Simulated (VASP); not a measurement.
# CdSe (Fm-3m) in VASP: further runs

Runs on CdSe. Level: PBEsol. Tasks: single point.

All numbers are computed with VASP 6.6.1; they aren't measurements. Logs are shortened: lines on timing, memory, paths and dates and some standing lists are left out, and cuts for length are marked.

### 1 The cell of the first run

The structure is cubic, space group Fm-3m (No. 225). Conventional cell: a = 5.686 Å, b = 5.686 Å, c = 5.686 Å, α = 90.00°, β = 90.00°, γ = 90.00°. Cd (site symmetry m-3m) has 6 Se at 2.84 Å within 3.7 Å. Se (site symmetry m-3m) has 6 Cd at 2.84 Å within 3.7 Å.

### 2 Single point, PBEsol

File INCAR:

```
PREC = Accurate
ENCUT = 500
EDIFF = 1E-6
ISMEAR = -1
SIGMA = 0.02
LREAL = False
LASPH = True
NELM = 120
ALGO = Normal
ISIF = 2
LWAVE = False
LCHARG = False
GGA = PS
NBANDS = 16
GGA_COMPAT = False
```

File KPOINTS:

```
Automatic mesh
0
Gamma
  6 6 6
```

File POSCAR:

```
CdSe
1.0
    0.0000000000      2.8429458735      2.8429458735
    2.8429458735      0.0000000000      2.8429458735
    2.8429458735      2.8429458735      0.0000000000
Cd Se
1 1
Direct
    0.0000000000      0.0000000000      0.0000000000
    0.5000000000      0.5000000000      0.5000000000
```

Potentials or basis: VASP PAW PBE potentials, release 64 (Cd, Se).

Started as:

```
$ cat potpaw_PBE.64/Cd/POTCAR potpaw_PBE.64/Se/POTCAR > POTCAR
$ mpirun -np 1 vasp_std > vasp.out
```

OUTCAR:

```text
PREC = Accurate
   ENCUT = 500
   EDIFF = 1E-6
   ISMEAR = -1
   LREAL = False
   LASPH = True
   NELM = 120
   ISIF = 2
   GGA = PS

 ion  position               nearest neighbor table
   1  0.000  0.000  0.000-   2 2.84   2 2.84   2 2.84   2 2.84   2 2.84   2 2.84
   2  0.500  0.500  0.500-   1 2.84   1 2.84   1 2.84   1 2.84   1 2.84   1 2.84

  LATTYP: Found a face centered cubic cell.
 ALAT       =     5.6858917470

  Lattice vectors:

 A1 = (   0.0000000000,   2.8429458735,   2.8429458735)
 A2 = (   2.8429458735,   0.0000000000,   2.8429458735)
 A3 = (   2.8429458735,   2.8429458735,   0.0000000000)

Analysis of symmetry for initial positions (statically):
=====================================================================
 Subroutine PRICEL returns:
 Original cell was already a primitive cell.

 Routine SETGRP: Setting up the symmetry group for a
 face centered cubic supercell.

 Subroutine GETGRP returns: Found 48 space group operations
 (whereof 48 operations were pure point group operations)
 out of a pool of 48 trial point group operations.

The static configuration has the point symmetry O_h .

Analysis of symmetry for dynamics (positions and initial velocities):
=====================================================================
 Subroutine PRICEL returns:
 Original cell was already a primitive cell.

 Routine SETGRP: Setting up the symmetry group for a
 face centered cubic supercell.

 Subroutine GETGRP returns: Found 48 space group operations
 (whereof 48 operations were pure point group operations)
 out of a pool of 48 trial point group operations.

The dynamic configuration has the point symmetry O_h .

 Subroutine INISYM returns: Found 48 space group operations
 (whereof 48 operations are pure point group operations),
 and found     1 'primitive' translations

----------------------------------------------------------------------------------------

                                     Primitive cell

  volume of cell :      45.9553

  direct lattice vectors                    reciprocal lattice vectors
     0.000000000  2.842945874  2.842945874    -0.175873908  0.175873908  0.175873908
     2.842945874  0.000000000  2.842945874     0.175873908 -0.175873908  0.175873908
     2.842945874  2.842945874  0.000000000     0.175873908  0.175873908 -0.175873908

  length of vectors
     4.020532611  4.020532611  4.020532611     0.304622544  0.304622544  0.304622544
[... 70 lines left out ...]
   ENCUT  =  500.0 eV  36.75 Ry    6.06 a.u.   7.33  7.33  7.33*2*pi/ulx,y,z
   NELM   =    120;   NELMIN=  2; NELMDL= -5     # of ELM steps
   EDIFF  = 0.1E-05   stopping-criterion for ELM
   LREAL  =      F    real-space projection
   EDIFFG = 0.1E-04   stopping-criterion for IOM
   NSW    =      0    number of steps for IOM
   IBRION =     -1    ionic relax: 0-MD 1-quasi-New 2-CG
   NFREE  =      0    steps in history (QN), initial steepest desc. (CG)
   ISIF   =      2    stress and relaxation
   ISYM   =      2    0-nonsym 1-usesym 2-fastsym
   POTIM  = 0.5000    time-step for ionic-motion
   TEBEG  =    0.0;   TEEND  =   0.0 temperature during run
   PSTRESS=    0.0 pullay stress
   NELECT =      18.0000    total number of electrons
   NUPDOWN=      -1.0000    fix difference up-down
   EMIN   =  10.00;   EMAX   =-10.00  energy-range for DOS
   EFERMI =   0.00;   METHOD = LEGACY
   ISMEAR =    -1;   SIGMA  =   0.02  broadening in eV -4-tet -1-fermi 0-gaus
   EFERMI_NEDOS =   21; number of points for ismear=-14 and -15
   IALGO  =     38    algorithm
   IMIX   =      4    mixing-type and parameters
     AMIX     =   0.40;   BMIX     =  1.00
     AMIX_MAG =   1.60;   BMIX_MAG =  1.00
  volume/ion in A,a.u.               =      22.98       155.06
  Fermi-wavevector in a.u.,A,eV,Ry     =   1.197808  2.263528 19.520865  1.434743
  Thomas-Fermi vector in A             =   2.333713
   LORBIT       =      0    0 simple, 1 ext, 2 COOP (PROOUT), +10 PAW based schemes
   GGA     = PS    functional components
   LHFCALC =     F    Hartree Fock is set to
   AEXX    =    0.0000 exact exchange contribution
   IVDW    =     0    specifies the selected vdW correction
   LEPSILON=     F    determine dielectric tensor
   LRPA    =     F    only Hartree local field effects (RPA)
 non-spin polarized calculation
  energy-cutoff  :      500.00
  volume of cell :       45.96
 maximum number of plane-waves:      1211
 NGX is ok and might be reduce to    30
   NGX = 15   NGY = 15   NGZ = 15

 number of electron      17.9999999 magnetization

 Free energy of the ion-electron system (eV)
  ---------------------------------------------------
  ext. energy  EPLUGINS =         0.00000000
  ---------------------------------------------------
  free energy    TOTEN  =        -5.98031437 eV

  energy without entropy =       -5.97872293  energy(sigma->0) =       -5.97951865

 E-fermi :   2.4194     XC(G=0): -10.3429

 val. band max:        2.3854246777   @ k =   0.5000   0.0000   0.0000
 cond. band min:       2.5174309885   @ k =   0.0000   0.0000   0.0000
 fundamental gap:      0.1320063108
 Fermi energy:         2.4193805818

 k-point     1 :       0.0000    0.0000    0.0000
  band No.  band energies     occupation
      1     -10.6929      2.00000
      2      -5.5169      2.00000
      3      -5.5169      2.00000
      4      -5.4981      2.00000
      5      -5.4981      2.00000
      6      -5.4981      2.00000
[... 281 lines left out ...]
      3      -5.5632      2.00000
      4      -5.4034      2.00000
      5      -5.2876      2.00000
      6      -4.8843      2.00000
[... 8 lines left out ...]
     15      15.5074      0.00000
     16      17.4156      0.00000

------------------------ aborting loop because EDIFF is reached ----------------------------------------

  FORCE on cell =-STRESS in cart. coord.  units (eV):
  Direction    XX          YY          ZZ          XY          YZ          ZX
  --------------------------------------------------------------------------------------
  -------------------------------------------------------------------------------------
  Total       -0.4585263     -0.4585263     -0.4585263      0.0000000     -0.0000000      0.0000000
  in kB      -15.9859728    -15.9859728    -15.9859728      0.0000000     -0.0000000      0.0000000
  external PRESSURE =     -15.9859728 kB  Pullay stress =       0.0000000 kB

 VOLUME and BASIS-vectors are now :
 -----------------------------------------------------------------------------
  energy-cutoff  :      500.00
  volume of cell :       45.96
      direct lattice vectors                 reciprocal lattice vectors
     0.000000000  2.842945874  2.842945874    -0.175873908  0.175873908  0.175873908
     2.842945874  0.000000000  2.842945874     0.175873908 -0.175873908  0.175873908
     2.842945874  2.842945874  0.000000000     0.175873908  0.175873908 -0.175873908

 POSITION                                       TOTAL-FORCE (eV/Angst)
 -----------------------------------------------------------------------------------
      0.00000      0.00000      0.00000         0.000000     -0.000000     -0.000000
      2.84295      2.84295      2.84295         0.000000      0.000000      0.000000
 -----------------------------------------------------------------------------------
    total drift:                               -0.000000      0.000000      0.000000

  FREE ENERGIE OF THE ION-ELECTRON SYSTEM (eV)
  ---------------------------------------------------
  free  energy   TOTEN  =        -5.9803143654 eV

  energy  without entropy=       -5.9787229314  energy(sigma->0) =       -5.97951865
```

It took 22 s on 1 thread of Intel Xeon 8259CL, shared host; peak memory 0.17 GiB.

What came out:

| Item | Value |
| --- | --- |
| Free energy | -5.9803 eV |
| Pressure | -1.6 GPa |
| Band gap on the k mesh | zero (bands 9 and 10 overlap by 0.51 eV) |

Caveat: semilocal functionals underestimate gaps, so a narrow gap can read as zero; the PAW data sets were made with another functional, which shifts forces and pressure a little.

### 3 Single point, PBEsol

File INCAR:

```
SYSTEM = CdSe
PREC = Accurate
ENCUT = 500
EDIFF = 1E-6
ISMEAR = 0
SIGMA = 0.05
LREAL = .FALSE.
LASPH = .TRUE.
NELM = 120
ALGO = Normal
ISIF = 2
LWAVE = .FALSE.
LCHARG = .TRUE.
GGA = PS
LELF = .TRUE.
LVHAR = .TRUE.
NBANDS = 16
GGA_COMPAT = .FALSE.
```

File KPOINTS:

```
Automatic mesh
0
G
  6 6 6
  0 0 0
```

POSCAR is that of step 2.

Potentials or basis: VASP PAW PBE potentials, release 64 (Cd, Se).

Started as:

```
$ cat potpaw_PBE.64/Cd/POTCAR potpaw_PBE.64/Se/POTCAR > POTCAR
$ mpirun -np 1 vasp_std > vasp.out
```

OUTCAR:

```text
SYSTEM = CdSe
   PREC = Accurate
   ENCUT = 500
   EDIFF = 1E-6
   ISMEAR = 0
   LREAL = .FALSE.
   LASPH = .TRUE.
   NELM = 120
   ISIF = 2
   GGA = PS

 ion  position               nearest neighbor table
   1  0.000  0.000  0.000-   2 2.84   2 2.84   2 2.84   2 2.84   2 2.84   2 2.84
   2  0.500  0.500  0.500-   1 2.84   1 2.84   1 2.84   1 2.84   1 2.84   1 2.84

  LATTYP: Found a face centered cubic cell.
 ALAT       =     5.6858917470

  Lattice vectors:

 A1 = (   0.0000000000,   2.8429458735,   2.8429458735)
 A2 = (   2.8429458735,   0.0000000000,   2.8429458735)
[... 480 lines left out ...]

  FORCE on cell =-STRESS in cart. coord.  units (eV):
  Direction    XX          YY          ZZ          XY          YZ          ZX
  --------------------------------------------------------------------------------------
  -------------------------------------------------------------------------------------
  Total       -0.4586880     -0.4586880     -0.4586880      0.0000000      0.0000000     -0.0000000
  in kB      -15.9916086    -15.9916086    -15.9916086      0.0000000      0.0000000     -0.0000000
  external PRESSURE =     -15.9916086 kB  Pullay stress =       0.0000000 kB

 VOLUME and BASIS-vectors are now :
 -----------------------------------------------------------------------------
  energy-cutoff  :      500.00
  volume of cell :       45.96
      direct lattice vectors                 reciprocal lattice vectors
     0.000000000  2.842945874  2.842945874    -0.175873908  0.175873908  0.175873908
     2.842945874  0.000000000  2.842945874     0.175873908 -0.175873908  0.175873908
     2.842945874  2.842945874  0.000000000     0.175873908  0.175873908 -0.175873908

 POSITION                                       TOTAL-FORCE (eV/Angst)
 -----------------------------------------------------------------------------------
      0.00000      0.00000      0.00000         0.000000      0.000000     -0.000000
      2.84295      2.84295      2.84295        -0.000000     -0.000000      0.000000
 -----------------------------------------------------------------------------------
    total drift:                               -0.000000      0.000000      0.000000

  FREE ENERGIE OF THE ION-ELECTRON SYSTEM (eV)
  ---------------------------------------------------
  free  energy   TOTEN  =        -5.9802720637 eV

  energy  without entropy=       -5.9787412334  energy(sigma->0) =       -5.97950665
```

OSZICAR:

```text
N       E                     dE             d eps       ncg     rms          rms(c)
DAV:   1     0.102133223897E+03    0.10213E+03   -0.90196E+03   520   0.101E+03
DAV:   2    -0.302254768725E+01   -0.10516E+03   -0.99211E+02   608   0.248E+02
DAV:   3    -0.638777651684E+01   -0.33652E+01   -0.33563E+01   600   0.462E+01
DAV:   4    -0.639751478130E+01   -0.97383E-02   -0.97378E-02   624   0.243E+00
DAV:   5    -0.639755394187E+01   -0.39161E-04   -0.39160E-04   648   0.140E-01    0.544E+00
DAV:   6    -0.600550123301E+01    0.39205E+00   -0.62238E-01   688   0.101E+01    0.466E+00
DAV:   7    -0.598292011190E+01    0.22581E-01   -0.10496E-01   584   0.236E+00    0.230E+00
DAV:   8    -0.598042632302E+01    0.24938E-02   -0.11272E-02   584   0.125E+00    0.172E-01
DAV:   9    -0.598026807132E+01    0.15825E-03   -0.96880E-04   640   0.388E-01    0.419E-02
DAV:  10    -0.598026648485E+01    0.15865E-05   -0.91132E-05   616   0.130E-01    0.312E-02
DAV:  11    -0.598027219331E+01   -0.57085E-05   -0.11043E-05   640   0.363E-02    0.135E-02
DAV:  12    -0.598027206370E+01    0.12960E-06   -0.73178E-07   384   0.109E-02
   1 F= -.59802721E+01 E0= -.59795066E+01  d E =-.153083E-02
```

stdout:

```text
POSCAR found type information on POSCAR CdSe
 POSCAR found :  2 types and       2 ions
 scaLAPACK will be used
 -----------------------------------------------------------------------------
|                                                                             |
|                                                                             |
|     You enforced a specific xc type in the INCAR file but a different       |
|     I HOPE YOU KNOW WHAT YOU ARE DOING!                                     |
|                                                                             |
 -----------------------------------------------------------------------------

 LDA part: xc-table for (Slater+PW92), standard interpolation
 POSCAR, INCAR and KPOINTS ok, starting setup
 FFT: planning ... GRIDC
 FFT: planning ... GRID_SOFT
 FFT: planning ... GRID
 WAVECAR not read
 entering main loop
```

Run time: 24 s. Hardware: 1 thread of Intel Xeon 8259CL, shared host; peak memory 0.17 GiB.

Results:

```yaml
Free_energy: -5.9803 eV
Pressure: -1.6 GPa
Band_gap_on_the_k_mesh: zero (bands 9 and 10 overlap by 0.51 eV)
```

Caveat: semilocal functionals underestimate gaps, so a narrow gap can read as zero; the PAW data sets were made with another functional, which shifts forces and pressure a little.

### 4 Single point, PBEsol, collinear spin, zero start

File INCAR:

```
PREC     = Accurate       # precision mode
ENCUT    = 500            # plane-wave cutoff, eV
EDIFF    = 1E-6           # SCF threshold, eV
ISMEAR   = -1             # smearing method
SIGMA    = 0.02           # smearing width, eV
LREAL    = F              # projectors in reciprocal space
LASPH    = T              # aspherical terms in the spheres
NELM     = 200            # most SCF steps
ALGO     = Normal         # electronic algorithm
ISIF     = 2              # what is computed and relaxed
LWAVE    = F              # write WAVECAR
LCHARG   = F              # write CHGCAR
ISPIN    = 2              # spin polarisation
MAGMOM   = 0 0            # initial moments
LORBIT   = 11             # projections on sites
GGA      = PS             # functional
NBANDS   = 20             # bands
GGA_COMPAT= F
```

File KPOINTS:

```
Automatic mesh
0
Gamma
  6 6 6
```

POSCAR is that of step 3.

Potentials or basis: VASP PAW PBE potentials, release 64 (Cd, Se).

Started as:

```
$ cat potpaw_PBE.64/Cd/POTCAR potpaw_PBE.64/Se/POTCAR > POTCAR
$ mpirun -np 1 vasp_std > vasp.out
```

OUTCAR:

```text
PREC = Accurate
   ENCUT = 500
   EDIFF = 1E-6
   ISMEAR = -1
   LREAL = F
   LASPH = T
   NELM = 200
   ISIF = 2
   ISPIN = 2
   LORBIT = 11
   GGA = PS

 ion  position               nearest neighbor table
   1  0.000  0.000  0.000-   2 2.84   2 2.84   2 2.84   2 2.84   2 2.84   2 2.84
   2  0.500  0.500  0.500-   1 2.84   1 2.84   1 2.84   1 2.84   1 2.84   1 2.84

  LATTYP: Found a face centered cubic cell.
 ALAT       =     5.6858917470

  Lattice vectors:

[... 940 lines left out ...]
  in kB      -16.0447077    -16.0447077    -16.0447077     -0.0000000      0.0000000     -0.0000000
  external PRESSURE =     -16.0447077 kB  Pullay stress =       0.0000000 kB

 VOLUME and BASIS-vectors are now :
 -----------------------------------------------------------------------------
  energy-cutoff  :      500.00
  volume of cell :       45.96
      direct lattice vectors                 reciprocal lattice vectors
     0.000000000  2.842945874  2.842945874    -0.175873908  0.175873908  0.175873908
     2.842945874  0.000000000  2.842945874     0.175873908 -0.175873908  0.175873908
     2.842945874  2.842945874  0.000000000     0.175873908  0.175873908 -0.175873908

 POSITION                                       TOTAL-FORCE (eV/Angst)
 -----------------------------------------------------------------------------------
      0.00000      0.00000      0.00000         0.000000      0.000000     -0.000000
      2.84295      2.84295      2.84295         0.000000      0.000000      0.000000
 -----------------------------------------------------------------------------------
    total drift:                               -0.000000      0.000000      0.000000

  FREE ENERGIE OF THE ION-ELECTRON SYSTEM (eV)
  ---------------------------------------------------
  free  energy   TOTEN  =        -5.9803143493 eV

  energy  without entropy=       -5.9787229406  energy(sigma->0) =       -5.97951864

 total charge

# of ion       s       p       d       tot
------------------------------------------
    1        0.410   0.246   9.563  10.220
    2        1.462   2.337   0.020   3.820
--------------------------------------------------
tot          1.873   2.583   9.583  14.040

 magnetization (x)

# of ion       s       p       d       tot
------------------------------------------
    1       -0.000  -0.000  -0.000  -0.000
    2       -0.000  -0.000  -0.000  -0.000
--------------------------------------------------
tot         -0.000  -0.000  -0.000  -0.000
```

Wall time 55 s (1 thread of Intel Xeon 8259CL, shared host); peak memory 0.19 GiB.

What came out:

```yaml
Free_energy: -5.9803 eV
Pressure: -1.6 GPa
Band_gap_on_the_k_mesh: zero (filled and empty bands overlap)
Net_moment: 0.00 μB per cell
Valence_electrons_inside_the_program's_atomic_spheres: Cd 10.22; Se 3.82
```

Caveat: semilocal functionals underestimate gaps, so a narrow gap can read as zero; the PAW data sets were made with another functional, which shifts forces and pressure a little.

### 5 Single point, PBEsol

File INCAR:

```
SYSTEM = CdSe
ALGO = Normal
EDIFF = 1E-6
ENCUT = 500
GGA = PS
GGA_COMPAT = .FALSE.
ISIF = 2
ISMEAR = -1
ISYM = 0
LASPH = .TRUE.
LCHARG = .TRUE.
LELF = .TRUE.
LREAL = .FALSE.
LVHAR = .TRUE.
LWAVE = .FALSE.
NBANDS = 16
NELM = 120
PREC = Accurate
SIGMA = 0.02
```

File KPOINTS:

```
Automatic mesh
0
Gamma
  6 6 6
  0 0 0.5
```

POSCAR is that of step 4.

Started as:

```
$ cat potpaw_PBE.64/Cd/POTCAR potpaw_PBE.64/Se/POTCAR > POTCAR
$ mpirun -np 1 vasp_std > vasp.out
```

Run time: 8.4 min. Hardware: 1 thread of Intel Xeon 8259CL, shared host; peak memory 0.42 GiB.

Results (log left out):

```
Free energy            : -5.9834 eV
Pressure               : -1.7 GPa
Band gap on the k mesh : zero (bands 9 and 10 overlap by 0.02 eV)
```

Levels at points of the mesh, in eV from the Fermi level:
```csv
k point,band 7,band 8,band 9,band 10,band 11,band 12
"(0.00, 0.00, 0.08)",-1.54,-0.63,-0.63,0.98,7.83,8.47
```

Caveat: semilocal functionals underestimate gaps, so a narrow gap can read as zero; the PAW data sets were made with another functional, which shifts forces and pressure a little.

### 6 The runs side by side

```tsv
spin	k mesh	smearing	gap on the mesh (eV)	pressure (GPa)
off	6 × 6 × 6	fermi-dirac 0.02 eV	none	-1.6
off	6 × 6 × 6	gaussian 0.05 eV	none	-1.6
collinear, zero start	6 × 6 × 6	fermi-dirac 0.02 eV	none	-1.6
off	6 × 6 × 6, shifted	fermi-dirac 0.02 eV	none	-1.7
```

Alike in all rows: task single point; level PBEsol; potentials or basis VASP PAW PBE potentials, release 64 (Cd, Se); cell as given; cutoff (eV) 500.

Caveats: semilocal functionals underestimate gaps, so a narrow gap can read as zero; the PAW data sets were made with another functional, which shifts forces and pressure a little.

Absolute energies hang on the potentials; compare differences alone.
